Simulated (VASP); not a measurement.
Runs of VASP 6.6.1 on Sb2S. The structure is that of space group I4/mmm (No. 139), or close to it. The cells are those of the table. 

| task | cell | k mesh | cutoff (eV) | gap on the mesh (eV) | pressure (GPa) | relaxed volume (Å³/atom) |
| --- | --- | --- | --- | --- | --- | --- |
| relaxation of cell and atoms | relaxed from a = 4.760 Å, angles 114.3, 114.3, 100.3°, 3 atoms | 12 × 12 × 12 | 600 | none | 0.0 | 27.01 |
| single point | a = 4.760 Å, angles 114.3, 114.3, 100.3°, 3 atoms | 6 × 6 × 6 | 520 | none | -0.2 | - |
| single point | a = 4.498 Å, angles 115.7, 115.7, 97.5°, 3 atoms | 6 × 6 × 6 | 520 | none | (a) | - |
| single point | a = 4.752 Å, angles 113.9, 113.9, 101.0°, 3 atoms | 12 × 12 × 12 | 520 | none | -0.2 | - |
| relaxation of cell and atoms | relaxed from a = 4.498 Å, angles 115.7, 115.7, 97.5°, 3 atoms | 6 × 6 × 6 | 600 | none | 0.0 | 27.06 |

Alike in all rows: level PBE; potentials or basis VASP PAW PBE potentials, release 64 (Sb, S); no spin polarisation; smearing gaussian 0.1 eV.

Problem. Estimate the missing entries.

Solution. (a) 12.8.

Caveats: spin-orbit coupling is left out, which moves the levels of the heavy elements; the volume moved by over 15 % at a fixed basis, so the end points are rough (some runs).

A k mesh can miss the band edges, and the runs leave out spin-orbit coupling on Sb.

A gap of «none» marks levels without a gap at the run's occupations.
